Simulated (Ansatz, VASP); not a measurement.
## One calculation of ScAl3N3, two programs

INCAR

```
SYSTEM = ScAl3N3
ALGO     = Normal         ! electronic algorithm
EDIFF    = 1E-6           ! SCF threshold, eV
ENCUT    = 600            ! plane-wave cutoff, eV
GGA      = PE             ! functional
GGA_COMPAT= .False.      
ISIF     = 2              ! what is computed and relaxed
ISMEAR   = 0              ! smearing method
LASPH    = .True.         ! aspherical terms in the spheres
LCHARG   = .False.        ! write CHGCAR
LREAL    = .False.        ! projectors in reciprocal space
LWAVE    = .False.        ! write WAVECAR
NBANDS   = 26             ! bands
NELM     = 120            ! most SCF steps
PREC     = Accurate       ! precision mode
SIGMA    = 0.1            ! smearing width, eV
```

KPOINTS

```
k-points
0
Gamma
  4 4 4
  0 0 0
```

The input POSCAR:

```
ScAl3N3
1.0
    3.1688544012     -3.2805026748      0.0000000000
    3.1688544012      3.2805026748      0.0000000000
   -3.1560250861      0.0000000000      4.3994521452
Sc Al N
1 3 3
Direct
    0.0358990340      0.0358990340      0.9694581658
    0.5177056713      0.5177056713      0.9556546297
    0.7744405039      0.2638210947      0.4504589621
    0.2638210947      0.7744405039      0.4504589621
    0.6242127363      0.1545402754      0.6921095523
    0.1545402754      0.6242127363      0.6921095523
    0.8831326644      0.8831326644      0.2176421057
```

Input for Ansatz:

```yaml
crystal:
  lattice:
    - [3.1688544012, -3.2805026748, 0.0]
    - [3.1688544012, 3.2805026748, 0.0]
    - [-3.1560250861, 0.0, 4.3994521452]
  atoms:
    - { symbol: Sc, position: [0.035899034, 0.035899034, 0.9694581658] }
    - { symbol: Al, position: [0.5177056713, 0.5177056713, 0.9556546297] }
    - { symbol: Al, position: [0.7744405039, 0.2638210947, 0.4504589621] }
    - { symbol: Al, position: [0.2638210947, 0.7744405039, 0.4504589621] }
    - { symbol: "N", position: [0.6242127363, 0.1545402754, 0.6921095523] }
    - { symbol: "N", position: [0.1545402754, 0.6242127363, 0.6921095523] }
    - { symbol: "N", position: [0.8831326644, 0.8831326644, 0.2176421057] }
basis:
  ecutwfc: 420
kpoints:
  mp_grid: { grid: [4, 4, 4] }
hamiltonian:
  xc: pbe
scf:
  occupations: { method: gaussian, width: 0.1 }
  lower_state_search: "off"
output:
  forces: true
  stress: true
  eigenvalues: true
```

Change from the starting cell: species swapped into the Zn3SbN3 type (Cm, No. 8).

Alike in both runs: task single point; functional PBE; k mesh 4 × 4 × 4; occupations gaussian, width 0.1 eV; no spin polarisation.

|  | VASP | Ansatz |
| --- | --- | --- |
| version | VASP 6.6.1 | Ansatz 0.2.0 |
| potentials or method | VASP PAW PBE potentials, release 64 (Sc_sv, Al, N), cutoff 600 eV | scalar-relativistic, plane waves, PAW |
| valence electrons in the cell | 35 | 35 |

VASP gave:

- gap on the k mesh at the Fermi level (eV): none
- pressure (GPa): -0.1
- traceless stress, the component that is largest in VASP (GPa): 0.48
- rms of the force components (eV/Å): 0.036

Problem. Estimate Ansatz's values.

Solution. gap on the k mesh at the Fermi level (eV): none; pressure (GPa): 0.0; traceless stress, the component that is largest in VASP (GPa): 0.42; rms of the force components (eV/Å): 0.023.

Atom by atom the forces differ by 0.025 eV/Å (rms over components). A gap of «none» marks a metal or a gap that the smearing closes.

The k mesh is coarse, so the values compare programs but aren't converged.
